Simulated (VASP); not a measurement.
Write the native input for VASP 6.6.1 that does the following.

* Task: single point
* Functional: PBE
* Potentials or basis: VASP PAW PBE potentials, release 64 (Ta_pv)
* Cutoff: 520 eV
* k mesh: 16 × 16 × 16
* Occupations: fermi-dirac, width 0.05 eV
* Spin: no spin polarisation
* Dipole correction: no
* Further INCAR settings: ALGO = Normal; EDIFF = 1e-06; NBANDS = 12

The structure of Ta lies in POSCAR:

```
Ta
1.0
   -1.6604105026      1.6604105026      1.6604105026
    1.6604105026     -1.6604105026      1.6604105026
    1.6604105026      1.6604105026     -1.6604105026
Ta
1
Direct
    0.0000000000      0.0000000000      0.0000000000
```

One way to write it, as run:

INCAR

```
SYSTEM = Ta
PREC = Accurate
ENCUT = 520
EDIFF = 1E-6
ISMEAR = -1
SIGMA = 0.05
LREAL = .False.
LASPH = .True.
NELM = 80
ALGO = Normal
ISIF = 2
LWAVE = .False.
LCHARG = .False.
GGA = PE
NBANDS = 12
```

KPOINTS

```
regular mesh
0
Gamma
  16 16 16
  0 0 0
```

Potentials or basis: VASP PAW PBE potentials, release 64 (Ta_pv).

Run with:

```sh
$ cat potpaw_PBE.64/Ta_pv/POTCAR > POTCAR
$ mpirun -np 1 vasp_std > vasp.out
```

It gave:

| Property | Result |
| --- | --- |
| Pressure | 0.1 GPa |

It took 30 s on 1 thread of Intel Xeon 8259CL (shared host), peak memory 0.16 GiB.
